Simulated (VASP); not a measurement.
# SiC (F-43m) in VASP: a series of runs, part 2 of 2

VASP 6.6.1. The steps go on from the part before.

**3. Relaxation of cell and atoms, PBE**

This run uses another cell than the first one, of 10.32 Å³/atom.

Input file INCAR:

```
PREC     = Accurate       # precision mode
ENCUT    = 600            # plane-wave cutoff, eV
EDIFF    = 1E-7           # SCF threshold, eV
ISMEAR   = 0              # smearing method
SIGMA    = 0.01           # smearing width, eV
LREAL    = False          # projectors in reciprocal space
LASPH    = True           # aspherical terms in the spheres
NELM     = 120            # most SCF steps
ALGO     = Normal         # electronic algorithm
ISIF     = 3              # what is computed and relaxed
LWAVE    = False          # write WAVECAR
LCHARG   = False          # write CHGCAR
GGA      = PE             # functional
IBRION   = 2              # ionic algorithm
NSW      = 80             # ionic steps
EDIFFG   = -0.005         # ionic threshold
GGA_COMPAT= False        
NELMIN   = 4
```

Input file KPOINTS:

```
Automatic mesh
0
Gamma
  11 11 11
```

Input file POSCAR:

```
SiC
1.0
    0.0000000000      2.1769966000      2.1769966000
    2.1769966000      0.0000000000      2.1769966000
    2.1769966000      2.1769966000      0.0000000000
Si C
1 1
Direct
    0.7500000000      0.7500000000      0.7500000000
    0.0000000000      0.0000000000      0.0000000000
```

Potentials or basis: VASP PAW PBE potentials, release 64 (Si, C).

Started as:

```sh
$ cat potpaw_PBE.64/Si/POTCAR potpaw_PBE.64/C/POTCAR > POTCAR
$ mpirun -np 1 vasp_std > vasp.out
```

OUTCAR:

```text
PREC = Accurate
   ENCUT = 600
   EDIFF = 1E-7
   ISMEAR = 0
   LREAL = False
   LASPH = True
   NELM = 120
   ISIF = 3
   GGA = PE
   IBRION = 2
   NSW = 80
   EDIFFG = -0.005
   NELMIN = 4

 ion  position               nearest neighbor table
   1  0.750  0.750  0.750-   2 1.89   2 1.89   2 1.89   2 1.89
   2  0.000  0.000  0.000-   1 1.89   1 1.89   1 1.89   1 1.89

  LATTYP: Found a face centered cubic cell.
 ALAT       =     4.3539932000

  Lattice vectors:

 A1 = (   0.0000000000,   2.1769966000,   2.1769966000)
 A2 = (   2.1769966000,   0.0000000000,   2.1769966000)
 A3 = (   2.1769966000,   2.1769966000,   0.0000000000)

Analysis of symmetry for initial positions (statically):
=====================================================================
 Subroutine PRICEL returns:
 Original cell was already a primitive cell.

 Routine SETGRP: Setting up the symmetry group for a
 face centered cubic supercell.

 Subroutine GETGRP returns: Found 24 space group operations
 (whereof 24 operations were pure point group operations)
 out of a pool of 48 trial point group operations.

The static configuration has the point symmetry T_d .

Analysis of symmetry for dynamics (positions and initial velocities):
=====================================================================
 Subroutine PRICEL returns:
 Original cell was already a primitive cell.

 Routine SETGRP: Setting up the symmetry group for a
 face centered cubic supercell.

 Subroutine GETGRP returns: Found 24 space group operations
 (whereof 24 operations were pure point group operations)
 out of a pool of 48 trial point group operations.

The dynamic configuration has the point symmetry T_d .

 Subroutine INISYM returns: Found 24 space group operations
 (whereof 24 operations are pure point group operations),
 and found     1 'primitive' translations

----------------------------------------------------------------------------------------

                                     Primitive cell

  volume of cell :      20.6349

  direct lattice vectors                    reciprocal lattice vectors
     0.000000000  2.176996600  2.176996600    -0.229674222  0.229674222  0.229674222
     2.176996600  0.000000000  2.176996600     0.229674222 -0.229674222  0.229674222
     2.176996600  2.176996600  0.000000000     0.229674222  0.229674222 -0.229674222

  length of vectors
     3.078738117  3.078738117  3.078738117     0.397807421  0.397807421  0.397807421

  position of ions in fractional coordinates (direct lattice)
     0.750000000  0.750000000  0.750000000
     0.000000000  0.000000000  0.000000000

  ion indices of the primitive-cell ions
   primitive index   ion index
                 1           1
                 2           2

----------------------------------------------------------------------------------------

 KPOINTS: Automatic mesh

Automatic generation of k-mesh.
 Grid dimensions read from file:
 generate k-points for:   11   11   11

 Generating k-lattice:

  Cartesian coordinates                     Fractional coordinates (reciprocal lattice)
    -0.020879475  0.020879475  0.020879475     0.090909091  0.000000000  0.000000000
[... 48 lines left out ...]
   NGXF,Y,Z  is equivalent  to a cutoff of  30.24, 30.24, 30.24 a.u.
 SYSTEM =  unknown system
   PREC   = accura    normal or accurate (medium, high low for compatibility)
   ISTART =      0    job   : 0-new  1-cont  2-samecut
   ICHARG =      2    charge: 1-file 2-atom 10-const
   ISPIN  =      1    spin polarized calculation?
   LNONCOLLINEAR =      F non collinear calculations
   LSORBIT =      F    spin-orbit coupling
   LASPH  =      T    aspherical Exc in radial PAW
   ENCUT  =  600.0 eV  44.10 Ry    6.64 a.u.   6.15  6.15  6.15*2*pi/ulx,y,z
   NELM   =    120;   NELMIN=  4; NELMDL= -5     # of ELM steps
   EDIFF  = 0.1E-06   stopping-criterion for ELM
   LREAL  =      F    real-space projection
   EDIFFG = -.5E-02   stopping-criterion for IOM
   NSW    =     80    number of steps for IOM
   IBRION =      2    ionic relax: 0-MD 1-quasi-New 2-CG
   NFREE  =      1    steps in history (QN), initial steepest desc. (CG)
   ISIF   =      3    stress and relaxation
   ISYM   =      2    0-nonsym 1-usesym 2-fastsym
   POTIM  = 0.5000    time-step for ionic-motion
   TEBEG  =    0.0;   TEEND  =   0.0 temperature during run
   PSTRESS=    0.0 pullay stress
   NELECT =       8.0000    total number of electrons
   NUPDOWN=      -1.0000    fix difference up-down
   EMIN   =  10.00;   EMAX   =-10.00  energy-range for DOS
   EFERMI =   0.00;   METHOD = LEGACY
   ISMEAR =     0;   SIGMA  =   0.01  broadening in eV -4-tet -1-fermi 0-gaus
   EFERMI_NEDOS =   21; number of points for ismear=-14 and -15
   IALGO  =     38    algorithm
   IMIX   =      4    mixing-type and parameters
     AMIX     =   0.40;   BMIX     =  1.00
     AMIX_MAG =   1.60;   BMIX_MAG =  1.00
  volume/ion in A,a.u.               =      10.32        69.63
  Fermi-wavevector in a.u.,A,eV,Ry     =   1.193724  2.255810 19.387973  1.424976
  Thomas-Fermi vector in A             =   2.329731
   LORBIT       =      0    0 simple, 1 ext, 2 COOP (PROOUT), +10 PAW based schemes
   GGA     = PE    functional components
   LHFCALC =     F    Hartree Fock is set to
   AEXX    =    0.0000 exact exchange contribution
   IVDW    =     0    specifies the selected vdW correction
   LEPSILON=     F    determine dielectric tensor
   LRPA    =     F    only Hartree local field effects (RPA)
 conjugate gradient relaxation of ions
 non-spin polarized calculation
 Gauss-broadening in eV      SIGMA  =   0.01
  energy-cutoff  :      600.00
  volume of cell :       20.63
 maximum number of plane-waves:       701
 NGX is ok and might be reduce to    28
   NGX = 13   NGY = 13   NGZ = 13

--------------------------------------- Ionic step        1  -------------------------------------------

 number of electron       8.0000000 magnetization

 Free energy of the ion-electron system (eV)
  ---------------------------------------------------
  ext. energy  EPLUGINS =         0.00000000
  ---------------------------------------------------
  free energy    TOTEN  =       -15.05795068 eV

  energy without entropy =      -15.05795068  energy(sigma->0) =      -15.05795068

------------------------ aborting loop because EDIFF is reached ----------------------------------------

  FORCE on cell =-STRESS in cart. coord.  units (eV):
  Direction    XX          YY          ZZ          XY          YZ          ZX
  --------------------------------------------------------------------------------------
  -------------------------------------------------------------------------------------
  Total        0.4758705      0.4758705      0.4758705     -0.0000000      0.0000000     -0.0000000
  in kB       36.9484390     36.9484390     36.9484390     -0.0000000      0.0000000     -0.0000000
  external PRESSURE =      36.9484390 kB  Pullay stress =       0.0000000 kB
[... 59 lines left out ...]
--------------------------------------- Ionic step        3  -------------------------------------------

 number of electron       8.0000000 magnetization

 Free energy of the ion-electron system (eV)
  ---------------------------------------------------
  ext. energy  EPLUGINS =         0.00000000
  ---------------------------------------------------
  free energy    TOTEN  =       -15.06192519 eV

  energy without entropy =      -15.06192519  energy(sigma->0) =      -15.06192519

 E-fermi :   8.0360     XC(G=0): -11.2947

 val. band max:        7.9487726674   @ k =   0.0000   0.0000   0.0000
 cond. band min:       9.4149478489   @ k =   0.4545   0.4545   0.0000
 fundamental gap:      1.4661751815
 Fermi energy:         8.0360465137

 k-point     1 :       0.0000    0.0000    0.0000
  band No.  band energies     occupation
      1      -7.3441      2.00000
      2       7.9488      2.00000
      3       7.9488      2.00000
      4       7.9488      2.00000
      5      14.0172      0.00000
      6      15.1595      0.00000
      7      15.1595      0.00000
      8      15.1595      0.00000
[... 243 lines left out ...]
 k-point    24 :      -0.1818    0.1818    0.0000
  band No.  band energies     occupation
      1      -5.6907      2.00000
      2       3.6440      2.00000
      3       5.1829      2.00000
      4       7.4581      2.00000
      5      14.7232      0.00000
      6      15.5908      0.00000
      7      16.0564      0.00000
      8      16.8507      0.00000

 [... further k-points ...]

------------------------ aborting loop because EDIFF is reached ----------------------------------------

  FORCE on cell =-STRESS in cart. coord.  units (eV):
  Direction    XX          YY          ZZ          XY          YZ          ZX
  --------------------------------------------------------------------------------------
  -------------------------------------------------------------------------------------
  Total       -0.0000705     -0.0000705     -0.0000705      0.0000000      0.0000000      0.0000000
  in kB       -0.0053856     -0.0053856     -0.0053856      0.0000000      0.0000000      0.0000000
  external PRESSURE =      -0.0053856 kB  Pullay stress =       0.0000000 kB
[... 17 lines left out ...]
  FREE ENERGIE OF THE ION-ELECTRON SYSTEM (eV)
  ---------------------------------------------------
  free  energy   TOTEN  =       -15.0619251934 eV

  energy  without entropy=      -15.0619251934  energy(sigma->0) =      -15.06192519

 reached required accuracy - stopping structural energy minimisation
```

It took 14 s on 1 thread of Intel Xeon 6975P-C (Granite Rapids), shared host; peak memory 0.15 GiB.

Results:

```yaml
Free_energy: -15.0619 eV
Relaxed_volume: 10.49 Å³/atom
Relaxed_cell: a = 3.096 Å, b = 3.096 Å, c = 3.096 Å, α = 60.00°, β = 60.00°, γ = 60.00°
Space_group_after_relaxing_to_0.1_Å: F-43m (No. 216)
Energy_gained_by_relaxing: 2.0 meV/atom
Ionic_steps: 3
Pressure_after_relaxing: 0.0 GPa
Band_gap_on_the_k_mesh: 1.47 eV (least direct gap 4.58 eV)
```

Step by step:
```csv
step,energy change (eV),largest force (eV/Å),pressure (GPa),volume (Å³)
1,0.0000,0.0000,3.69,20.63
2,0.0002,0.0000,-3.56,21.35
3,-0.0040,0.0000,0.00,20.99
```

Final structure:
```cif
data_structure
_symmetry_space_group_name_H-M 'P 1'
_symmetry_Int_Tables_number 1
_cell_length_a 3.0961
_cell_length_b 3.0961
_cell_length_c 3.0961
_cell_angle_alpha 60.000
_cell_angle_beta 60.000
_cell_angle_gamma 60.000
_cell_volume 20.99
loop_
_atom_site_label
_atom_site_type_symbol
_atom_site_fract_x
_atom_site_fract_y
_atom_site_fract_z
_atom_site_occupancy
Si1 Si 0.75000 0.75000 0.75000 1
C1 C 0.00000 0.00000 0.00000 1
```

Caveat: an odd mesh through Γ misses points on the zone boundary, where band edges can lie.
